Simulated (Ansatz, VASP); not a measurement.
**OsAu: VASP beside Ansatz**

```
Os Au
1.0
     3.97722    0.00000    0.00000
     0.00000    3.97722    0.00000
     0.00000    0.00000    4.00401
Os Au
2 2
Direct
  0.00000 0.00000 0.00000
  0.50000 0.50000 0.00000
  0.00000 0.50000 0.50002
  0.50000 0.00000 0.49998
```

Change from the starting cell: species swapped into the CuI type (P4/nmm, No. 129).

Alike in both runs: functional PBE; k mesh 6 × 6 × 4; occupations gaussian, width 0.1 eV; no spin polarisation.

Ansatz relaxed the structure, and its values are those at the end. VASP's run is a single point on that final structure, the one shown.

|  | VASP | Ansatz |
| --- | --- | --- |
| version | VASP 6.6.1 | Ansatz 0.2.0 |
| potentials or method | VASP PAW PBE potentials, release 64 (Os, Au), cutoff 520 eV | scalar-relativistic, plane waves, PAW |
| valence electrons in the cell | 38 | 70 |

|  | VASP | Ansatz | Ansatz less VASP |
| --- | --- | --- | --- |
| gap on the k mesh at the Fermi level (eV) | none | none | - |
| pressure (GPa) | -0.1 | 0.3 | +0.39 |

A gap of «none» marks a metal or a gap that the smearing closes. With one functional, cell and mesh, what is left measures potentials, basis and numerics. VASP's potentials hold 38 valence electrons a cell and Ansatz's 70, so a difference there can come from the potentials and not from the codes.

The k mesh is coarse, so the values compare programs but aren't converged. Neither program's run includes spin-orbit coupling.
